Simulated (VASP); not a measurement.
CuO:

```
CELL_PARAMETERS angstrom
3.23778 0.00000 0.00000
0.00000 3.23778 0.00000
0.00000 0.00000 4.74072
ATOMIC_POSITIONS crystal
Cu 0.00000 0.00000 0.00000
Cu 0.50000 0.50000 0.00000
O 0.50000 0.00000 0.26700
O 0.00000 0.50000 0.73300
```

Base run:

- Program: VASP 6.6.1
- Functional: PBE
- Potentials or basis: VASP PAW PBE potentials, release 64 (Cu, O)
- Cutoff: 520 eV
- k mesh: 8 × 8 × 6
- Occupations: fermi-dirac, width 0.05 eV
- Spin: no spin polarisation

Its results: band gap on the k mesh zero (band 17 reaches 2.88 eV, above the bottom of band 18 at 2.07 eV); pressure 7.9 GPa; largest force 1.462 eV/Å.

Problem. The run is repeated on the same cell with these changes: functional from PBE to PBEsol. What comes out?

Solution. Band gap on the k mesh zero (band 17 reaches 2.76 eV, above the bottom of band 18 at 1.95 eV); pressure 1.6 GPa; largest force 1.862 eV/Å.

PBEsol binds more tightly than PBE, so the same cell stands under less pressure.

Caveats: semilocal functionals often make such compounds metallic where correlation or magnetic order opens a gap, which also shifts bond lengths; forces of over 1 eV/Å act on the atoms, so gaps and moduli don't describe the material at rest (some runs); the PAW data sets were made with another functional, which shifts forces and pressure a little (some runs).
